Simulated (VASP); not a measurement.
# ScHg (Pm-3m) in VASP: a series of runs, part 2 of 3

VASP 6.6.1. Earlier steps stand in the parts before.

## (3) Single point, LDA

This run uses another cell than the first one, of 19.39 Å³/atom.

INCAR

```
PREC = Accurate
ENCUT = 520
EDIFF = 1E-6
ISMEAR = 1
SIGMA = 0.1
LREAL = F
LASPH = T
NELM = 80
ALGO = Normal
ISIF = 2
LWAVE = F
LCHARG = T
GGA = CA
LELF = T
LVHAR = T
NBANDS = 18
```

KPOINTS

```
regular mesh
0
Gamma
  8 8 8
```

POSCAR

```
ScHg
1.0
    3.3846091152      0.0000000000      0.0000000000
    0.0000000000      3.3846091152      0.0000000000
    0.0000000000      0.0000000000      3.3846091152
Sc Hg
1 1
Direct
    0.5000000000      0.5000000000      0.5000000000
    0.0000000000      0.0000000000      0.0000000000
```

Potentials or basis: VASP PAW LDA potentials, release 64 (Sc_sv, Hg).

Started as:

```console
> cat potpaw_LDA.64/Sc_sv/POTCAR potpaw_LDA.64/Hg/POTCAR > POTCAR
> mpirun -np 1 vasp_std > vasp.out
```

OUTCAR:

```text
PREC = Accurate
   ENCUT = 520
   EDIFF = 1E-6
   ISMEAR = 1
   LREAL = F
   LASPH = T
   NELM = 80
   ISIF = 2
   GGA = CA

 ion  position               nearest neighbor table
   1  0.500  0.500  0.500-   2 2.93   2 2.93   2 2.93   2 2.93   2 2.93   2 2.93   2 2.93   2 2.93

   2  0.000  0.000  0.000-   1 2.93   1 2.93   1 2.93   1 2.93   1 2.93   1 2.93   1 2.93   1 2.93

  LATTYP: Found a simple cubic cell.
 ALAT       =     3.3846091152

  Lattice vectors:

 A1 = (   3.3846091152,   0.0000000000,   0.0000000000)
 A2 = (   0.0000000000,   3.3846091152,   0.0000000000)
 A3 = (   0.0000000000,   0.0000000000,   3.3846091152)

Analysis of symmetry for initial positions (statically):
=====================================================================
 Subroutine PRICEL returns:
 Original cell was already a primitive cell.

 Routine SETGRP: Setting up the symmetry group for a
 simple cubic supercell.

 Subroutine GETGRP returns: Found 48 space group operations
 (whereof 48 operations were pure point group operations)
 out of a pool of 48 trial point group operations.

The static configuration has the point symmetry O_h .

Analysis of symmetry for dynamics (positions and initial velocities):
=====================================================================
 Subroutine PRICEL returns:
 Original cell was already a primitive cell.

 Routine SETGRP: Setting up the symmetry group for a
 simple cubic supercell.

 Subroutine GETGRP returns: Found 48 space group operations
 (whereof 48 operations were pure point group operations)
 out of a pool of 48 trial point group operations.

The dynamic configuration has the point symmetry O_h .

 Subroutine INISYM returns: Found 48 space group operations
 (whereof 48 operations are pure point group operations),
[... 109 lines left out ...]
   EMIN   =  10.00;   EMAX   =-10.00  energy-range for DOS
   EFERMI =   0.00;   METHOD = LEGACY
   ISMEAR =     1;   SIGMA  =   0.10  broadening in eV -4-tet -1-fermi 0-gaus
   EFERMI_NEDOS =   21; number of points for ismear=-14 and -15
   IALGO  =     38    algorithm
   IMIX   =      4    mixing-type and parameters
     AMIX     =   0.40;   BMIX     =  1.00
     AMIX_MAG =   1.60;   BMIX_MAG =  1.00
  volume/ion in A,a.u.               =      19.39       130.83
  Fermi-wavevector in a.u.,A,eV,Ry     =   1.375547  2.599408 25.744004  1.892131
  Thomas-Fermi vector in A             =   2.500873
   LORBIT       =      0    0 simple, 1 ext, 2 COOP (PROOUT), +10 PAW based schemes
   GGA     = CA    functional components
   LHFCALC =     F    Hartree Fock is set to
   AEXX    =    0.0000 exact exchange contribution
   IVDW    =     0    specifies the selected vdW correction
   LEPSILON=     F    determine dielectric tensor
   LRPA    =     F    only Hartree local field effects (RPA)
 non-spin polarized calculation
 Methfessel and Paxton  Order N= 1 SIGMA  =   0.10
  energy-cutoff  :      520.00
  volume of cell :       38.77
 maximum number of plane-waves:      1064
 NGX is ok and might be reduce to    28
   NGX = 13   NGY = 13   NGZ = 13

 number of electron      23.0000003 magnetization

 Free energy of the ion-electron system (eV)
  ---------------------------------------------------
  ext. energy  EPLUGINS =         0.00000000
  ---------------------------------------------------
  free energy    TOTEN  =        -8.82205543 eV

  energy without entropy =       -8.82135485  energy(sigma->0) =       -8.82182191

 E-fermi :   5.0536     XC(G=0): -11.7341

 val. band max:        5.0502707180   @ k =   0.3750   0.2500   0.1250
 cond. band min:       5.0969917335   @ k =   0.5000   0.1250   0.0000
 fundamental gap:      0.0467210155
 Fermi energy:         5.0535765262

 k-point     1 :       0.0000    0.0000    0.0000
  band No.  band energies     occupation
      1     -44.2211      2.00000
      2     -23.1371      2.00000
      3     -23.1371      2.00000
      4     -23.1371      2.00000
      5      -4.0351      2.00000
      6      -3.3535      2.00000
[... 481 lines left out ...]
      5      -3.2479      2.00000
      6      -2.9685      2.00000
[... 10 lines left out ...]
     17       9.7381      0.00000
     18      11.9924      0.00000

 [... further k-points ...]

------------------------ aborting loop because EDIFF is reached ----------------------------------------

  FORCE on cell =-STRESS in cart. coord.  units (eV):
  Direction    XX          YY          ZZ          XY          YZ          ZX
  --------------------------------------------------------------------------------------
  -------------------------------------------------------------------------------------
  Total        1.1243893      1.1243893      1.1243893      0.0000000     -0.0000000      0.0000000
  in kB       46.4624106     46.4624106     46.4624106      0.0000000     -0.0000000      0.0000000
  external PRESSURE =      46.4624106 kB  Pullay stress =       0.0000000 kB

 VOLUME and BASIS-vectors are now :
 -----------------------------------------------------------------------------
  energy-cutoff  :      520.00
  volume of cell :       38.77
      direct lattice vectors                 reciprocal lattice vectors
     3.384609115  0.000000000  0.000000000     0.295455093  0.000000000  0.000000000
     0.000000000  3.384609115  0.000000000     0.000000000  0.295455093  0.000000000
     0.000000000  0.000000000  3.384609115     0.000000000  0.000000000  0.295455093

 POSITION                                       TOTAL-FORCE (eV/Angst)
 -----------------------------------------------------------------------------------
      1.69230      1.69230      1.69230         0.000000      0.000000      0.000000
      0.00000      0.00000      0.00000         0.000000      0.000000      0.000000
 -----------------------------------------------------------------------------------
    total drift:                                0.000000      0.000000      0.000000

  FREE ENERGIE OF THE ION-ELECTRON SYSTEM (eV)
  ---------------------------------------------------
  free  energy   TOTEN  =        -8.8220554346 eV

  energy  without entropy=       -8.8213548529  energy(sigma->0) =       -8.82182191
```

OSZICAR:

```text
N       E                     dE             d eps       ncg     rms          rms(c)
DAV:   1     0.244757620627E+03    0.24476E+03   -0.12108E+04  1332   0.140E+03
DAV:   2     0.145760051676E+01   -0.24330E+03   -0.23702E+03  1294   0.424E+02
DAV:   3    -0.961357289202E+01   -0.11071E+02   -0.10687E+02  1772   0.108E+02
DAV:   4    -0.982078931610E+01   -0.20722E+00   -0.20677E+00  1866   0.142E+01
DAV:   5    -0.982177652973E+01   -0.98721E-03   -0.98718E-03  1618   0.751E-01    0.823E+00
DAV:   6    -0.893425641052E+01    0.88752E+00   -0.18440E+00  1664   0.165E+01    0.348E+00
DAV:   7    -0.883302132286E+01    0.10124E+00   -0.30174E-01  1658   0.552E+00    0.182E+00
DAV:   8    -0.882260372814E+01    0.10418E-01   -0.19052E-02  1504   0.183E+00    0.282E-01
DAV:   9    -0.882210370537E+01    0.50002E-03   -0.29040E-03  1758   0.602E-01    0.518E-02
DAV:  10    -0.882205172156E+01    0.51984E-04   -0.35365E-04  1642   0.240E-01    0.295E-02
DAV:  11    -0.882205558831E+01   -0.38668E-05   -0.21121E-05  1756   0.618E-02    0.111E-02
DAV:  12    -0.882205543456E+01    0.15375E-06   -0.84034E-07   724   0.124E-02
   1 F= -.88220554E+01 E0= -.88218219E+01  d E =-.700582E-03
```

stdout:

```text
POSCAR found type information on POSCAR ScHg
 POSCAR found :  2 types and       2 ions
 scaLAPACK will be used
 LDA part: xc-table for (Slater(with rela. corr.)+CA(PZ))
 , standard interpolation
 POSCAR, INCAR and KPOINTS ok, starting setup
 FFT: planning ... GRIDC
 FFT: planning ... GRID_SOFT
 FFT: planning ... GRID
 WAVECAR not read
 entering main loop
```

Run time: 13 s. Hardware: 1 thread of Intel Xeon Platinum 8488C (Sapphire Rapids), shared host; peak memory 0.15 GiB.

What came out:

- Free energy: -8.8221 eV
- Pressure: 4.6 GPa
- Band gap on the k mesh: zero (an odd number of electrons rules out a gap without spin polarisation)

Levels at points of the mesh, in eV from the Fermi level:
```
           k point  band 10  band 11  band 12  band 13  band 14  band 15
(0.00, 0.00, 0.00)    -7.39     0.33     0.33     2.70     2.70     2.70
(0.50, 0.00, 0.00)    -5.12    -4.10    -0.14     0.78     0.78     2.42
(0.50, 0.50, 0.00)    -4.18    -1.01    -1.01     0.67     2.27     2.27
(0.50, 0.50, 0.50)    -2.04    -2.04    -2.04    -0.63     3.28     3.28
```

Caveat: the cell stands under pressure; spin-orbit coupling is left out, which moves the levels of the heavy elements.

## (4) Single point, LDA

This run uses another cell than the first one, of 20.23 Å³/atom.

INCAR

```
ALGO = Normal
EDIFF = 1E-7
ENCUT = 520
GGA = CA
ISIF = 2
ISMEAR = 1
LASPH = T
LCHARG = F
LREAL = F
LWAVE = F
NBANDS = 18
NELM = 100
PREC = Accurate
SIGMA = 0.1
```

KPOINTS

```
k-points
0
Gamma
  8 8 8
```

POSCAR

```
ScHg
1.0
    3.4329672075      0.0000000000      0.0000000000
    0.0000000000      3.4329672075      0.0000000000
    0.0000000000      0.0000000000      3.4329672075
Sc Hg
1 1
Direct
    0.5000000000      0.5000000000      0.5000000000
    0.0000000000      0.0000000000      0.0000000000
```

Started as:

```console
> cat potpaw_LDA.64/Sc_sv/POTCAR potpaw_LDA.64/Hg/POTCAR > POTCAR
> mpirun -np 1 vasp_std > vasp.out
```

Run time: 13 s. Hardware: 1 thread of Intel Xeon Platinum 8488C (Sapphire Rapids), shared host; peak memory 0.15 GiB.

The run converged. Its results:

| Property | Result |
| --- | --- |
| Free energy | -8.8471 eV |
| Pressure | 0.1 GPa |
| Band gap on the k mesh | zero (an odd number of electrons rules out a gap without spin polarisation) |

Levels at points of the mesh, in eV from the Fermi level:
| k point | band 8 | band 9 | band 10 | band 11 | band 12 | band 13 | band 14 | band 15 | band 16 | band 17 |
| --- | --- | --- | --- | --- | --- | --- | --- | --- | --- | --- |
| (0.00, 0.00, 0.00) | -7.28 | -7.28 | -7.28 | 0.30 | 0.30 | 2.55 | 2.55 | 2.55 | 5.12 | 5.12 |
| (0.50, 0.00, 0.00) | -7.51 | -7.19 | -5.09 | -3.98 | -0.10 | 0.76 | 0.76 | 2.30 | 3.26 | 10.46 |
| (0.50, 0.50, 0.00) | -7.65 | -6.73 | -4.14 | -0.98 | -0.98 | 0.61 | 2.13 | 2.13 | 3.04 | 4.45 |
| (0.50, 0.50, 0.50) | -6.71 | -6.71 | -1.92 | -1.92 | -1.92 | -0.77 | 3.10 | 3.10 | 5.76 | 5.76 |

Caveat: spin-orbit coupling is left out, which moves the levels of the heavy elements.

## (5) Single point, LDA

This run uses another cell than the first one, of 21.07 Å³/atom.

INCAR

```
SYSTEM = ScHg
  PREC = Accurate
  ENCUT = 520
  EDIFF = 1E-6
  ISMEAR = 1
  SIGMA = 0.1
  LREAL = .False.
  LASPH = .True.
  NELM = 100
  ALGO = Normal
  ISIF = 2
  LWAVE = .False.
  LCHARG = .False.
  NBANDS = 18
```

KPOINTS

```
Automatic mesh
0
Gamma
  8 8 8
  0 0 0
```

POSCAR

```
ScHg
1.0
    3.4800000000      0.0000000000      0.0000000000
    0.0000000000      3.4800000000      0.0000000000
    0.0000000000      0.0000000000      3.4800000000
Sc Hg
1 1
Direct
    0.5000000000      0.5000000000      0.5000000000
    0.0000000000      0.0000000000      0.0000000000
```

Potentials or basis: VASP PAW LDA potentials, release 64 (Sc_sv, Hg).

Started as:

```console
> cat potpaw_LDA.64/Sc_sv/POTCAR potpaw_LDA.64/Hg/POTCAR > POTCAR
> mpirun -np 1 vasp_std > vasp.out
```

OUTCAR:

```text
SYSTEM = ScHg
   PREC = Accurate
   ENCUT = 520
   EDIFF = 1E-6
   ISMEAR = 1
   LREAL = .False.
   LASPH = .True.
   NELM = 100
   ISIF = 2

 ion  position               nearest neighbor table
   1  0.500  0.500  0.500-   2 3.01   2 3.01   2 3.01   2 3.01   2 3.01   2 3.01   2 3.01   2 3.01

   2  0.000  0.000  0.000-   1 3.01   1 3.01   1 3.01   1 3.01   1 3.01   1 3.01   1 3.01   1 3.01

  LATTYP: Found a simple cubic cell.
 ALAT       =     3.4800000000

  Lattice vectors:

 A1 = (   3.4800000000,   0.0000000000,   0.0000000000)
 A2 = (   0.0000000000,   3.4800000000,   0.0000000000)
 A3 = (   0.0000000000,   0.0000000000,   3.4800000000)

Analysis of symmetry for initial positions (statically):
=====================================================================
 Subroutine PRICEL returns:
 Original cell was already a primitive cell.

 Routine SETGRP: Setting up the symmetry group for a
 simple cubic supercell.

 Subroutine GETGRP returns: Found 48 space group operations
 (whereof 48 operations were pure point group operations)
 out of a pool of 48 trial point group operations.

The static configuration has the point symmetry O_h .

Analysis of symmetry for dynamics (positions and initial velocities):
=====================================================================
 Subroutine PRICEL returns:
 Original cell was already a primitive cell.

 Routine SETGRP: Setting up the symmetry group for a
 simple cubic supercell.

 Subroutine GETGRP returns: Found 48 space group operations
 (whereof 48 operations were pure point group operations)
 out of a pool of 48 trial point group operations.

The dynamic configuration has the point symmetry O_h .

 Subroutine INISYM returns: Found 48 space group operations
 (whereof 48 operations are pure point group operations),
 and found     1 'primitive' translations

----------------------------------------------------------------------------------------

[... 111 lines left out ...]
     AMIX     =   0.40;   BMIX     =  1.00
     AMIX_MAG =   1.60;   BMIX_MAG =  1.00
  volume/ion in A,a.u.               =      21.07       142.20
  Fermi-wavevector in a.u.,A,eV,Ry     =   1.337842  2.528155 24.352000  1.789822
  Thomas-Fermi vector in A             =   2.466359
   LORBIT       =      0    0 simple, 1 ext, 2 COOP (PROOUT), +10 PAW based schemes
   GGA     = CA    functional components
   LHFCALC =     F    Hartree Fock is set to
   AEXX    =    0.0000 exact exchange contribution
   IVDW    =     0    specifies the selected vdW correction
   LEPSILON=     F    determine dielectric tensor
   LRPA    =     F    only Hartree local field effects (RPA)
 non-spin polarized calculation
 Methfessel and Paxton  Order N= 1 SIGMA  =   0.10
  energy-cutoff  :      520.00
  volume of cell :       42.14
 maximum number of plane-waves:      1145
 NGX is ok and might be reduce to    28
   NGX = 13   NGY = 13   NGZ = 13

 number of electron      22.9999996 magnetization

 Free energy of the ion-electron system (eV)
  ---------------------------------------------------
  ext. energy  EPLUGINS =         0.00000000
  ---------------------------------------------------
  free energy    TOTEN  =        -8.82910905 eV

  energy without entropy =       -8.82901469  energy(sigma->0) =       -8.82907760

 E-fermi :   4.3754     XC(G=0): -11.3156

 val. band max:        4.3634213555   @ k =   0.3750   0.0000   0.0000
 cond. band min:       4.4063539885   @ k =   0.3750   0.2500   0.0000
 fundamental gap:      0.0429326330
 Fermi energy:         4.3753794976

 k-point     1 :       0.0000    0.0000    0.0000
  band No.  band energies     occupation
      1     -45.1317      2.00000
      2     -24.0425      2.00000
      3     -24.0425      2.00000
      4     -24.0425      2.00000
      5      -4.2300      2.00000
      6      -3.6436      2.00000
[... 481 lines left out ...]
      5      -3.5871      2.00000
      6      -3.3046      2.00000
[... 10 lines left out ...]
     17       8.4952      0.00000
     18      10.5772      0.00000

 [... further k-points ...]

------------------------ aborting loop because EDIFF is reached ----------------------------------------

  FORCE on cell =-STRESS in cart. coord.  units (eV):
  Direction    XX          YY          ZZ          XY          YZ          ZX
  --------------------------------------------------------------------------------------
  -------------------------------------------------------------------------------------
  Total       -0.9455409     -0.9455409     -0.9455409      0.0000000      0.0000000     -0.0000000
  in kB      -35.9462167    -35.9462167    -35.9462167      0.0000000      0.0000000     -0.0000000
  external PRESSURE =     -35.9462167 kB  Pullay stress =       0.0000000 kB

 VOLUME and BASIS-vectors are now :
 -----------------------------------------------------------------------------
  energy-cutoff  :      520.00
  volume of cell :       42.14
      direct lattice vectors                 reciprocal lattice vectors
     3.480000000  0.000000000  0.000000000     0.287356322  0.000000000  0.000000000
     0.000000000  3.480000000  0.000000000     0.000000000  0.287356322  0.000000000
     0.000000000  0.000000000  3.480000000     0.000000000  0.000000000  0.287356322

 POSITION                                       TOTAL-FORCE (eV/Angst)
 -----------------------------------------------------------------------------------
      1.74000      1.74000      1.74000         0.000000      0.000000      0.000000
      0.00000      0.00000      0.00000         0.000000      0.000000      0.000000
 -----------------------------------------------------------------------------------
    total drift:                                0.000000      0.000000      0.000000

  FREE ENERGIE OF THE ION-ELECTRON SYSTEM (eV)
  ---------------------------------------------------
  free  energy   TOTEN  =        -8.8291090533 eV

  energy  without entropy=       -8.8290146862  energy(sigma->0) =       -8.82907760
```

It took 12 s on 1 thread of Intel Xeon Platinum 8488C (Sapphire Rapids), shared host; peak memory 0.15 GiB.

Results:

```yaml
Free_energy: -8.8291 eV
Pressure: -3.6 GPa
Band_gap_on_the_k_mesh: zero (an odd number of electrons rules out a gap without spin polarisation)
```

Levels at points of the mesh, in eV from the Fermi level:
```csv
k point,band 8,band 9,band 10,band 11,band 12,band 13,band 14,band 15,band 16,band 17
"(0.00, 0.00, 0.00)",-7.18,-7.18,-7.18,0.28,0.28,2.41,2.41,2.41,4.95,4.95
"(0.50, 0.00, 0.00)",-7.40,-7.10,-5.06,-3.86,-0.06,0.74,0.74,2.19,3.09,10.05
"(0.50, 0.50, 0.00)",-7.52,-6.68,-4.10,-0.95,-0.95,0.54,2.00,2.00,2.87,4.16
"(0.50, 0.50, 0.50)",-6.66,-6.66,-1.80,-1.80,-1.80,-0.90,2.93,2.93,5.51,5.51
```

Caveat: the cell stands under tension; spin-orbit coupling is left out, which moves the levels of the heavy elements.

[end of part 2 of 3]

The gap in the log of VASP goes by the Fermi energy; the results here count the filled bands.